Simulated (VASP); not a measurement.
# InCo2Cl6 (Fm-3m) in VASP: notebook, part 2 of 2

VASP 6.6.1. The steps go on from the part before.

**3. Single point, r2SCAN**

Input file POSCAR:

```
InCo2Cl6
1.0
    0.0000000000      5.0867430000      5.0867430000
    5.0867430000      0.0000000000      5.0867430000
    5.0867430000      5.0867430000      0.0000000000
Co In Cl
2 1 6
Direct
    0.2500000000      0.2500000000      0.2500000000
    0.7500000000      0.7500000000      0.7500000000
    0.5000000000      0.5000000000      0.5000000000
    0.2894000000      0.7106000000      0.2894000000
    0.2894000000      0.7106000000      0.7106000000
    0.7106000000      0.2894000000      0.7106000000
    0.7106000000      0.2894000000      0.2894000000
    0.2894000000      0.2894000000      0.7106000000
    0.7106000000      0.7106000000      0.2894000000
```

Input file INCAR.step1:

```
SYSTEM = InCo2Cl6
  PREC = Accurate
  ENCUT = 520
  ISMEAR = -1
  SIGMA = 0.1
  LREAL = .False.
  LASPH = .True.
  NELM = 100
  NBANDS = 46
  GGA = PE
  ALGO = Normal
  EDIFF = 1E-4
  LWAVE = .True.
  LCHARG = .False.
```

Input file INCAR.step2:

```
SYSTEM = InCo2Cl6
  PREC = Accurate
  ENCUT = 520
  EDIFF = 1E-6
  ISMEAR = -1
  SIGMA = 0.1
  LREAL = .False.
  LASPH = .True.
  NELM = 100
  ALGO = Normal
  ISIF = 2
  LWAVE = .False.
  LCHARG = .False.
  METAGGA = R2SCAN
  LMIXTAU = .True.
  NBANDS = 46
  ISTART = 1
```

Input file KPOINTS:

```
Automatic mesh
0
Gamma
  3 3 3
  0 0 0
```

Potentials or basis: VASP PAW PBE potentials, release 64 (Co, In_d, Cl).

Launch:

```sh
$ cat potpaw_PBE.64/Co/POTCAR potpaw_PBE.64/In_d/POTCAR potpaw_PBE.64/Cl/POTCAR > POTCAR
$ cp INCAR.step1 INCAR
$ mpirun -np 1 vasp_std > vasp.out
$ cp INCAR.step2 INCAR
$ mpirun -np 1 vasp_std > vasp.out
```

OUTCAR:

```text
SYSTEM = InCo2Cl6
   PREC = Accurate
   ENCUT = 520
   EDIFF = 1E-6
   ISMEAR = -1
   LREAL = .False.
   LASPH = .True.
   NELM = 100
   ISIF = 2
   METAGGA = R2SCAN
   ISTART = 1

 ion  position               nearest neighbor table
   1  0.250  0.250  0.250-
   2  0.750  0.750  0.750-
   3  0.500  0.500  0.500-   4 2.14   5 2.14   6 2.14   7 2.14   8 2.14   9 2.14
   4  0.289  0.711  0.289-   3 2.14
   5  0.289  0.711  0.711-   3 2.14
   6  0.711  0.289  0.711-   3 2.14
   7  0.711  0.289  0.289-   3 2.14
   8  0.289  0.289  0.711-   3 2.14
   9  0.711  0.711  0.289-   3 2.14

  LATTYP: Found a face centered cubic cell.
 ALAT       =    10.1734860000

  Lattice vectors:

 A1 = (   0.0000000000,   5.0867430000,   5.0867430000)
 A2 = (   5.0867430000,   0.0000000000,   5.0867430000)
 A3 = (   5.0867430000,   5.0867430000,   0.0000000000)

Analysis of symmetry for initial positions (statically):
=====================================================================
 Subroutine PRICEL returns:
[... 171 lines left out ...]
 k-point     1 :       0.0000    0.0000    0.0000
  band No.  band energies     occupation
      1     -16.0496      2.00000
      2     -15.9766      2.00000
      3     -15.9766      2.00000
      4     -14.5707      2.00000
      5     -14.5707      2.00000
      6     -14.5707      2.00000
[... 185 lines left out ...]
     45       6.6730      0.00000
     46       7.0232      0.00000

------------------------ aborting loop because EDIFF is reached ----------------------------------------

  FORCE on cell =-STRESS in cart. coord.  units (eV):
  Direction    XX          YY          ZZ          XY          YZ          ZX
  --------------------------------------------------------------------------------------
  -------------------------------------------------------------------------------------
  Total       25.2269047     25.2269047     25.2269047      0.0000000      0.0000000      0.0000000
  in kB      153.5412827    153.5412827    153.5412827      0.0000000      0.0000000      0.0000000
  external PRESSURE =     153.5412827 kB  Pullay stress =       0.0000000 kB

 VOLUME and BASIS-vectors are now :
 -----------------------------------------------------------------------------
  energy-cutoff  :      520.00
  volume of cell :      263.24
      direct lattice vectors                 reciprocal lattice vectors
     0.000000000  5.086743000  5.086743000    -0.098294724  0.098294724  0.098294724
     5.086743000  0.000000000  5.086743000     0.098294724 -0.098294724  0.098294724
     5.086743000  5.086743000  0.000000000     0.098294724  0.098294724 -0.098294724

 POSITION                                       TOTAL-FORCE (eV/Angst)
 -----------------------------------------------------------------------------------
      2.54337      2.54337      2.54337        -0.000000      0.000000      0.000000
      7.63011      7.63011      7.63011         0.000000     -0.000000      0.000000
      5.08674      5.08674      5.08674        -0.000000     -0.000000      0.000000
      5.08674      2.94421      5.08674        -0.000000     -7.932573      0.000000
      7.22928      5.08674      5.08674         7.932573     -0.000000      0.000000
      5.08674      7.22928      5.08674        -0.000000      7.932573      0.000000
      2.94421      5.08674      5.08674        -7.932573     -0.000000      0.000000
      5.08674      5.08674      2.94421        -0.000000     -0.000000     -7.932573
      5.08674      5.08674      7.22928        -0.000000     -0.000000      7.932573
 -----------------------------------------------------------------------------------
    total drift:                               -0.000000     -0.000000      0.000000

  FREE ENERGIE OF THE ION-ELECTRON SYSTEM (eV)
  ---------------------------------------------------
  free  energy   TOTEN  =       -75.2397357097 eV

  energy  without entropy=      -74.2814877939  energy(sigma->0) =      -74.76061175
```

OUTCAR.step1:

```text
SYSTEM = InCo2Cl6
   PREC = Accurate
   ENCUT = 520
   ISMEAR = -1
   LREAL = .False.
   LASPH = .True.
[... 421 lines left out ...]
      2.94421      5.08674      5.08674        -7.817997     -0.000000      0.000000
      5.08674      5.08674      2.94421         0.000000     -0.000000     -7.817997
      5.08674      5.08674      7.22928         0.000000     -0.000000      7.817997
 -----------------------------------------------------------------------------------
    total drift:                               -0.000000     -0.000000      0.000000

  FREE ENERGIE OF THE ION-ELECTRON SYSTEM (eV)
  ---------------------------------------------------
  free  energy   TOTEN  =       -17.0543307174 eV

  energy  without entropy=      -15.9147960730  energy(sigma->0) =      -16.48456340
```

OSZICAR.step1:

```text
N       E                     dE             d eps       ncg     rms          rms(c)
DAV:   1     0.759631061452E+03    0.75963E+03   -0.30703E+04   368   0.151E+03
DAV:   2     0.123138716087E+03   -0.63649E+03   -0.61228E+03   382   0.378E+02
DAV:   3    -0.122349096512E+02   -0.13537E+03   -0.12790E+03   496   0.176E+02
DAV:   4    -0.227601816840E+02   -0.10525E+02   -0.10321E+02   424   0.499E+01
DAV:   5    -0.231815714268E+02   -0.42139E+00   -0.42089E+00   506   0.114E+01    0.257E+01
DAV:   6    -0.335442848811E+02   -0.10363E+02   -0.79470E+01   486   0.376E+01    0.384E+01
DAV:   7    -0.187320668115E+02    0.14812E+02   -0.29514E+01   424   0.613E+01    0.114E+01
DAV:   8    -0.175231645481E+02    0.12089E+01   -0.32652E+00   412   0.746E+00    0.576E+00
DAV:   9    -0.170767864057E+02    0.44638E+00   -0.12109E+00   460   0.534E+00    0.288E+00
DAV:  10    -0.170643088502E+02    0.12478E-01   -0.24042E-01   456   0.245E+00    0.185E+00
DAV:  11    -0.172316642310E+02   -0.16736E+00   -0.72432E-01   506   0.411E+00    0.720E+00
DAV:  12    -0.170539484601E+02    0.17772E+00   -0.88540E-01   530   0.353E+00    0.394E-01
DAV:  13    -0.170539423936E+02    0.60665E-05   -0.94021E-03   512   0.476E-01    0.315E-01
DAV:  14    -0.170547333405E+02   -0.79095E-03   -0.12418E-03   452   0.230E-01    0.308E-01
DAV:  15    -0.170544750500E+02    0.25829E-03   -0.17154E-04   280   0.118E-01    0.196E-01
DAV:  16    -0.170542825876E+02    0.19246E-03   -0.37091E-04   330   0.158E-01    0.462E-02
DAV:  17    -0.170543307174E+02   -0.48130E-04   -0.66736E-05   238   0.520E-02
   1 F= -.17054331E+02 E0= -.16484563E+02  d E =-.113953E+01
```

Run time: 18 min. Hardware: 1 thread of Intel Xeon Platinum 8175M at 2.50GHz (Skylake/Cascade Lake), shared host; peak memory 0.45 GiB.

What came out:

```
Free energy            : -75.2397 eV
Pressure               : 15.4 GPa
Largest force          : 7.933 eV/Å
Band gap on the k mesh : zero (an odd number of electrons rules out a gap without spin polarisation)
```

Forces in eV/Å, atoms in the order of the input:
```
Co   0.000  0.000  0.000
Co   0.000  0.000  0.000
In   0.000  0.000  0.000
Cl   0.000 -7.933  0.000
Cl   7.933  0.000  0.000
Cl   0.000  7.933  0.000
Cl  -7.933  0.000  0.000
Cl   0.000  0.000 -7.933
Cl   0.000  0.000  7.933
```

Caveat: the cell stands under pressure; the PAW data sets were made with another functional, which shifts forces and pressure a little; spin-orbit coupling is left out, which moves the levels of the heavy elements; an odd number of electrons without spin polarisation forces a metal; a magnetic or distorted state may lie lower; the run has no spin polarisation, though such a crystal can be magnetic; semilocal functionals often make such compounds metallic where correlation or magnetic order opens a gap, which also shifts bond lengths. With open d or f shells a metallic result of r2SCAN can be an artefact of self-interaction; +U or a hybrid may open a gap.

**4. Single point, r2SCAN+U**

POSCAR is that of step 3.

Input file INCAR.step1:

```
  PREC = Accurate
  ENCUT = 520
  ISMEAR = -1
  SIGMA = 0.1
  LREAL = F
  LASPH = T
  NELM = 150
  LMAXMIX = 4
  LDAU = T
  LDAUTYPE = 2
  LDAUL = 2 -1 -1
  LDAUU = 1 0 0
  LDAUJ = 0 0 0
  NBANDS = 46
  GGA = PE
  ALGO = Normal
  EDIFF = 1E-4
  LWAVE = T
  LCHARG = F
```

Input file INCAR.step2:

```
  PREC = Accurate
  ENCUT = 520
  EDIFF = 1E-7
  ISMEAR = -1
  SIGMA = 0.1
  LREAL = F
  LASPH = T
  NELM = 150
  ALGO = Normal
  ISIF = 2
  LWAVE = F
  LCHARG = F
  LMAXMIX = 4
  LDAU = T
  LDAUTYPE = 2
  LDAUL = 2 -1 -1
  LDAUU = 1 0 0
  LDAUJ = 0 0 0
  LDAUPRINT = 1
  METAGGA = R2SCAN
  LMIXTAU = T
  NBANDS = 46
  ISTART = 1
```

Input file KPOINTS:

```
Automatic mesh
0
Gamma
  3 3 3
```

Potentials or basis: VASP PAW PBE potentials, release 64 (Co, In_d, Cl).

Launch:

```sh
$ cat potpaw_PBE.64/Co/POTCAR potpaw_PBE.64/In_d/POTCAR potpaw_PBE.64/Cl/POTCAR > POTCAR
$ cp INCAR.step1 INCAR
$ mpirun -np 1 vasp_std > vasp.out
$ cp INCAR.step2 INCAR
$ mpirun -np 1 vasp_std > vasp.out
```

OUTCAR:

```text
PREC = Accurate
   ENCUT = 520
   EDIFF = 1E-7
   ISMEAR = -1
   LREAL = F
   LASPH = T
   NELM = 150
   ISIF = 2
   METAGGA = R2SCAN
   ISTART = 1

 ion  position               nearest neighbor table
   1  0.250  0.250  0.250-
   2  0.750  0.750  0.750-
   3  0.500  0.500  0.500-   4 2.14   5 2.14   6 2.14   7 2.14   8 2.14   9 2.14
   4  0.289  0.711  0.289-   3 2.14
   5  0.289  0.711  0.711-   3 2.14
   6  0.711  0.289  0.711-   3 2.14
   7  0.711  0.289  0.289-   3 2.14
   8  0.289  0.289  0.711-   3 2.14
   9  0.711  0.711  0.289-   3 2.14

  LATTYP: Found a face centered cubic cell.
 ALAT       =    10.1734860000

  Lattice vectors:

 A1 = (   0.0000000000,   5.0867430000,   5.0867430000)
 A2 = (   5.0867430000,   0.0000000000,   5.0867430000)
 A3 = (   5.0867430000,   5.0867430000,   0.0000000000)

Analysis of symmetry for initial positions (statically):
=====================================================================
 Subroutine PRICEL returns:
 Original cell was already a primitive cell.

 Routine SETGRP: Setting up the symmetry group for a
 face centered cubic supercell.

 Subroutine GETGRP returns: Found 48 space group operations
 (whereof 48 operations were pure point group operations)
 out of a pool of 48 trial point group operations.

The static configuration has the point symmetry O_h .

Analysis of symmetry for dynamics (positions and initial velocities):
=====================================================================
 Subroutine PRICEL returns:
 Original cell was already a primitive cell.

 Routine SETGRP: Setting up the symmetry group for a
 face centered cubic supercell.

 Subroutine GETGRP returns: Found 48 space group operations
 (whereof 48 operations were pure point group operations)
 out of a pool of 48 trial point group operations.

The dynamic configuration has the point symmetry O_h .

 Subroutine INISYM returns: Found 48 space group operations
 (whereof 48 operations are pure point group operations),
 and found     1 'primitive' translations

----------------------------------------------------------------------------------------

[... 152 lines left out ...]
  o =  0.6027  v =  0.0000  0.0000  0.0000  0.0000  0.0000  1.0000  0.0000  0.0000  0.0000  0.0000      0.0000  0.0000  0.0000  0.0000  0.0000  0.0000  0.0000  0.0000  0.0000  0.0000
  o =  0.6027  v =  0.0000  0.0000  0.0000  0.0000  0.0000  0.0000 -0.8869  0.0000 -0.4619  0.0000      0.0000  0.0000  0.0000  0.0000  0.0000  0.0000  0.0000  0.0000  0.0000  0.0000
  o =  0.6027  v =  0.0000 -0.8869  0.0000 -0.4619  0.0000  0.0000  0.0000  0.0000  0.0000  0.0000      0.0000  0.0000  0.0000  0.0000  0.0000  0.0000  0.0000  0.0000  0.0000  0.0000
  o =  0.9487  v =  0.0000  0.0000  0.0000  0.0000  0.0000  0.0000 -0.0000 -1.0000 -0.0000 -0.0003      0.0000  0.0000  0.0000  0.0000  0.0000  0.0000  0.0000  0.0000  0.0000  0.0000
  o =  0.9487  v =  0.0000 -0.0000 -1.0000 -0.0000 -0.0003  0.0000  0.0000  0.0000  0.0000  0.0000      0.0000  0.0000  0.0000  0.0000  0.0000  0.0000  0.0000  0.0000  0.0000  0.0000
  o =  0.9487  v =  0.0000  0.0000 -0.0003  0.0000  1.0000  0.0000  0.0000  0.0000  0.0000  0.0000      0.0000  0.0000  0.0000  0.0000  0.0000  0.0000  0.0000  0.0000  0.0000  0.0000
  o =  0.9487  v =  0.0000  0.0000  0.0000  0.0000  0.0000  0.0000  0.0000 -0.0003  0.0000  1.0000      0.0000  0.0000  0.0000  0.0000  0.0000  0.0000  0.0000  0.0000  0.0000  0.0000

atom =   2  type =  1  l = 2

 onsite density matrix

spin component  1

  0.6027 -0.0000 -0.0000 -0.0000  0.0000
 -0.0000  0.6027 -0.0000 -0.0000 -0.0000
 -0.0000 -0.0000  0.9487  0.0000 -0.0000
 -0.0000 -0.0000  0.0000  0.6027  0.0000
  0.0000 -0.0000 -0.0000  0.0000  0.9487

spin component  2

  0.6027 -0.0000 -0.0000 -0.0000  0.0000
 -0.0000  0.6027 -0.0000 -0.0000 -0.0000
 -0.0000 -0.0000  0.9487  0.0000 -0.0000
 -0.0000 -0.0000  0.0000  0.6027  0.0000
  0.0000 -0.0000 -0.0000  0.0000  0.9487

 occupancies and eigenvectors

  o =  0.6027  v =  1.0000  0.0000  0.0000  0.0000  0.0000  0.0000  0.0000  0.0000  0.0000  0.0000      0.0000  0.0000  0.0000  0.0000  0.0000  0.0000  0.0000  0.0000  0.0000  0.0000
  o =  0.6027  v =  0.0000  0.0000  0.0000  0.0000  0.0000  1.0000  0.0000  0.0000  0.0000  0.0000      0.0000  0.0000  0.0000  0.0000  0.0000  0.0000  0.0000  0.0000  0.0000  0.0000
  o =  0.6027  v =  0.0000  0.3773 -0.0000 -0.9261  0.0000  0.0000  0.0000  0.0000  0.0000  0.0000      0.0000  0.0000  0.0000  0.0000  0.0000  0.0000  0.0000  0.0000  0.0000  0.0000
  o =  0.6027  v =  0.0000  0.0000  0.0000  0.0000  0.0000  0.0000  0.3773 -0.0000 -0.9261  0.0000      0.0000  0.0000  0.0000  0.0000  0.0000  0.0000  0.0000  0.0000  0.0000  0.0000
  o =  0.6027  v =  0.0000  0.9261  0.0000  0.3773 -0.0000  0.0000  0.0000  0.0000  0.0000  0.0000      0.0000  0.0000  0.0000  0.0000  0.0000  0.0000  0.0000  0.0000  0.0000  0.0000
  o =  0.6027  v =  0.0000  0.0000  0.0000  0.0000  0.0000  0.0000  0.9261  0.0000  0.3773 -0.0000      0.0000  0.0000  0.0000  0.0000  0.0000  0.0000  0.0000  0.0000  0.0000  0.0000
  o =  0.9487  v =  0.0000  0.0000  0.0000  0.0000  0.0000  0.0000  0.0000 -1.0000  0.0000  0.0002      0.0000  0.0000  0.0000  0.0000  0.0000  0.0000  0.0000  0.0000  0.0000  0.0000
  o =  0.9487  v =  0.0000  0.0000 -1.0000  0.0000  0.0002  0.0000  0.0000  0.0000  0.0000  0.0000      0.0000  0.0000  0.0000  0.0000  0.0000  0.0000  0.0000  0.0000  0.0000  0.0000
  o =  0.9487  v =  0.0000 -0.0000  0.0002  0.0000  1.0000  0.0000  0.0000  0.0000  0.0000  0.0000      0.0000  0.0000  0.0000  0.0000  0.0000  0.0000  0.0000  0.0000  0.0000  0.0000
  o =  0.9487  v =  0.0000  0.0000  0.0000  0.0000  0.0000  0.0000 -0.0000  0.0002  0.0000  1.0000      0.0000  0.0000  0.0000  0.0000  0.0000  0.0000  0.0000  0.0000  0.0000  0.0000

 number of electron      73.0000008 magnetization

 Free energy of the ion-electron system (eV)
  ---------------------------------------------------
  ext. energy  EPLUGINS =         0.00000000
  ---------------------------------------------------
  free energy    TOTEN  =       -73.58576644 eV

  energy without entropy =      -72.69580122  energy(sigma->0) =      -73.14078383

 E-fermi :   0.2477     XC(G=0):  -8.1684

 val. band max:        0.2348416886   @ k =  -0.3333   0.3333   0.0000
 cond. band min:       0.2504062361   @ k =   0.3333   0.3333   0.0000
 fundamental gap:      0.0155645474
 Fermi energy:         0.2477020177

 k-point     1 :       0.0000    0.0000    0.0000
  band No.  band energies     occupation
      1     -16.0530      2.00000
      2     -15.9846      2.00000
      3     -15.9845      2.00000
      4     -14.5735      2.00000
      5     -14.5735      2.00000
      6     -14.5735      2.00000
[... 185 lines left out ...]
     45       6.6883      0.00000
     46       7.0425      0.00000

------------------------ aborting loop because EDIFF is reached ----------------------------------------

  FORCE on cell =-STRESS in cart. coord.  units (eV):
  Direction    XX          YY          ZZ          XY          YZ          ZX
  --------------------------------------------------------------------------------------
  -------------------------------------------------------------------------------------
  Total       25.2429261     25.2429261     25.2429261     -0.0000000     -0.0000000      0.0000000
  in kB      153.6387956    153.6387956    153.6387956     -0.0000000     -0.0000000      0.0000000
  external PRESSURE =     153.6387956 kB  Pullay stress =       0.0000000 kB

 VOLUME and BASIS-vectors are now :
 -----------------------------------------------------------------------------
  energy-cutoff  :      520.00
  volume of cell :      263.24
      direct lattice vectors                 reciprocal lattice vectors
     0.000000000  5.086743000  5.086743000    -0.098294724  0.098294724  0.098294724
     5.086743000  0.000000000  5.086743000     0.098294724 -0.098294724  0.098294724
     5.086743000  5.086743000  0.000000000     0.098294724  0.098294724 -0.098294724

 POSITION                                       TOTAL-FORCE (eV/Angst)
 -----------------------------------------------------------------------------------
      2.54337      2.54337      2.54337         0.000000      0.000000      0.000000
      7.63011      7.63011      7.63011         0.000000      0.000000      0.000000
      5.08674      5.08674      5.08674         0.000000      0.000000     -0.000000
      5.08674      2.94421      5.08674         0.000000     -7.923613      0.000000
      7.22928      5.08674      5.08674         7.923613      0.000000      0.000000
      5.08674      7.22928      5.08674         0.000000      7.923613      0.000000
      2.94421      5.08674      5.08674        -7.923613      0.000000      0.000000
      5.08674      5.08674      2.94421         0.000000      0.000000     -7.923613
      5.08674      5.08674      7.22928         0.000000      0.000000      7.923613
 -----------------------------------------------------------------------------------
    total drift:                               -0.000000     -0.000000      0.000000

  FREE ENERGIE OF THE ION-ELECTRON SYSTEM (eV)
  ---------------------------------------------------
  free  energy   TOTEN  =       -73.5857664448 eV

  energy  without entropy=      -72.6958012188  energy(sigma->0) =      -73.14078383
```

Wall time 16 min (1 thread of Intel Xeon Platinum 8175M at 2.50GHz (Skylake/Cascade Lake), shared host); peak memory 0.45 GiB.

What came out:

```
Free energy            : -73.5858 eV
Pressure               : 15.4 GPa
Largest force          : 7.924 eV/Å
Band gap on the k mesh : zero (an odd number of electrons rules out a gap without spin polarisation)
```

Forces on the atoms (eV/Å):
```
Co   0.000  0.000  0.000
Co   0.000  0.000  0.000
In   0.000  0.000  0.000
Cl   0.000 -7.924  0.000
Cl   7.924  0.000  0.000
Cl   0.000  7.924  0.000
Cl  -7.924  0.000  0.000
Cl   0.000  0.000 -7.924
Cl   0.000  0.000  7.924
```

Levels at points of the mesh, in eV from the Fermi level:
| k point | band 34 | band 35 | band 36 | band 37 | band 38 | band 39 | band 40 | band 41 | band 42 | band 43 |
| --- | --- | --- | --- | --- | --- | --- | --- | --- | --- | --- |
| (0.00, 0.00, 0.00) | -0.12 | -0.12 | -0.12 | -0.10 | -0.10 | -0.10 | 1.15 | 1.50 | 6.50 | 6.77 |

Eigenvalues of the final occupation matrices:
| site | spin | trace | eigenvalues |
| --- | --- | --- | --- |
| site 1 d | 1 | 3.71 | 0.60 0.60 0.60 0.95 0.95 |
| site 1 d | 2 | 3.71 | 0.60 0.60 0.60 0.95 0.95 |
| site 2 d | 1 | 3.71 | 0.60 0.60 0.60 0.95 0.95 |
| site 2 d | 2 | 3.71 | 0.60 0.60 0.60 0.95 0.95 |

Caveat: the cell stands under pressure; the PAW data sets were made with another functional, which shifts forces and pressure a little; spin-orbit coupling is left out, which moves the levels of the heavy elements; an odd number of electrons without spin polarisation forces a metal; a magnetic or distorted state may lie lower; the run has no spin polarisation, though such a crystal can be magnetic; U without spin polarisation on a metal has little footing.
